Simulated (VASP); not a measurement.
AlGaN2: single point with LDA

The system is AlGaN2.

```
Al Ga N
1.0
     3.20369    0.00000    0.00000
     0.00000    3.20369    0.00000
     0.00000    0.00000    4.42384
Al Ga N
1 1 2
Direct
  0.50000 0.50000 0.50000
  0.00000 0.00000 0.00000
  0.50000 0.00000 0.73826
  0.00000 0.50000 0.26174
```

This cell differs from its parent crystal: strain +0.0200 x Voigt [1, 1, 0, 0, 0, 0].

```
Program             : VASP 6.6.1
Task                : single point
Functional          : LDA
Potentials or basis : VASP PAW LDA potentials, release 64 (Al, Ga_d, N)
Cutoff              : 520 eV
k mesh              : 8 × 8 × 6
Occupations         : gaussian, width 0.05 eV
Spin                : no spin polarisation
```

* Pressure: -11.1 GPa
* Largest force: 0.124 eV/Å
* Band gap on the k mesh: 2.60 eV, direct

Forces in eV/Å, atoms in the order of the input:
```
Al   0.000  0.000  0.000
Ga   0.000  0.000  0.000
N    0.000  0.000  0.124
N    0.000  0.000 -0.124
```

Stress tensor (GPa, compression positive):
```
-11.94   0.00   0.00
  0.00 -11.94   0.00
  0.00   0.00  -9.45
```

Levels at points of the mesh, in eV from the valence-band top:
```tsv
k point	band 9	band 10	band 11	band 12	band 13	band 14	band 15	band 16	band 17	band 18
(0.00, 0.00, 0.00)	-2.32	-2.32	-0.14	0.00	0.00	2.60	3.43	7.04	10.80	10.80
(0.50, 0.00, 0.00)	-4.29	-2.75	-2.70	-1.01	-0.72	6.65	6.91	7.67	7.88	10.03
(0.50, 0.50, 0.00)	-4.91	-2.12	-2.11	-2.11	-2.11	3.28	3.28	6.07	8.51	11.98
(0.00, 0.00, 0.50)	-2.42	-1.53	-1.53	-1.02	-1.02	5.06	5.22	7.44	8.68	11.15
(0.50, 0.00, 0.50)	-5.99	-0.98	-0.75	-0.60	-0.49	4.81	6.19	8.87	9.12	9.75
(0.50, 0.50, 0.50)	-4.32	-3.81	-3.13	-3.09	-3.09	6.16	6.16	8.30	10.48	10.93
```

Wall time 16 s on 1 thread of Intel(R) Xeon(R) 6975P-C (Granite Rapids) (shared host), peak memory 0.17 GiB.

Caveat: the cell differs from its parent crystal (strain +0.0200 x Voigt [1, 1, 0, 0, 0, 0]).
